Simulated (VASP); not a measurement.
Runs of VASP 6.6.1 on Ga. The structure is that of space group I4/mmm (No. 139), or close to it. The cells are those of the table. 

| task | cell | k mesh | cutoff (eV) | gap on the mesh (eV) | pressure (GPa) |
| --- | --- | --- | --- | --- | --- |
| single point | a = 3.112 Å, angles 124.9, 124.9, 81.7°, 1 atom | 20 × 20 × 20 | 520 | none | -4.5 |
| single point | a = 2.870 Å, angles 124.0, 124.0, 83.3°, 1 atom | 20 × 20 × 20 | 520 | none | 10.5 |
| single point | a = 3.020 Å, angles 123.4, 123.4, 84.2°, 1 atom | 20 × 20 × 20 | 520 | none | (a) |
| relaxation of shape and atoms at fixed volume | relaxed from a = 2.909 Å, angles 124.3, 124.3, 82.7°, 1 atom | 20 × 20 × 20 | 600 | none | 7.2 |
| single point | a = 2.985 Å, angles 123.9, 123.9, 83.4°, 1 atom | 8 × 8 × 8 | 500 | none | (b) |
| single point | a = 3.124 Å, angles 125.9, 125.9, 80.1°, 1 atom | 20 × 20 × 20 | 520 | none | -4.1 |
| relaxation of shape and atoms at fixed volume | relaxed from a = 3.110 Å, angles 124.8, 124.8, 81.8°, 1 atom | 20 × 20 × 20 | 600 | none | -4.5 |
| single point | a = 3.121 Å, angles 126.9, 126.9, 78.5°, 1 atom | 20 × 20 × 20 | 520 | none | -3.0 |

Alike in all rows: level PBEsol; potentials or basis VASP PAW PBE potentials, release 64 (Ga_d); no spin polarisation; smearing gaussian 0.1 eV.

Problem. Fill in the values left out.

Solution. (a) -2.0; (b) 0.4.

Caveats: some runs use coarse meshes; the PAW data sets were made with another functional, which shifts forces and pressure a little.

A k mesh can miss the band edges, and the runs leave out spin-orbit coupling on Ga.

A gap of «none» marks levels without a gap at the run's occupations.
